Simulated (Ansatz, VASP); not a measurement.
## Te2Mo in VASP and in Ansatz

```xyz
6
Lattice="3.4964 0.0000 0.0000 -1.7482 3.0280 0.0000 0.0000 0.0000 13.7012" Properties=species:S:1:pos:R:3 pbc="T T T"
Te    0.0000    2.0187    8.4583
Te    1.7482    1.0093    1.6078
Te    0.0000    2.0187   12.0934
Te    1.7482    1.0093    5.2428
Mo    0.0000    2.0187    3.4253
Mo    1.7482    1.0093   10.2759
```

Alike in both runs: functional PBE; dispersion D3(BJ); k mesh 10 × 10 × 2; occupations gaussian, width 0.05 eV; no spin polarisation.

Ansatz relaxed the structure, and its values are those at the end. VASP's run is a single point on that final structure, the one shown.

```csv
,VASP,Ansatz
version,VASP 6.6.1,Ansatz 0.2.0
potentials or method,"VASP PAW PBE potentials, release 64 (Te, Mo_sv), cutoff 520 eV","scalar-relativistic, plane waves, PAW"
valence electrons in the cell,52,92
```

Ansatz gave:

| Item | Value |
| --- | --- |
| gap on the k mesh at the Fermi level (eV) | 0.60 |
| least direct gap on the mesh (eV) | 1.16 |
| pressure (GPa) | 0.0 |
| rms of the force components (eV/Å) | 0.002 |

Q: What did VASP give for the same quantities?

A: gap on the k mesh at the Fermi level (eV): 0.59; least direct gap on the mesh (eV): 1.16; pressure (GPa): 0.0; rms of the force components (eV/Å): 0.005.

VASP's potentials hold 52 valence electrons a cell and Ansatz's 92, so a difference there can come from the potentials and not from the codes. Ansatz's warnings: relaxed geometry near dispersion switch.

Neither program's run includes spin-orbit coupling.
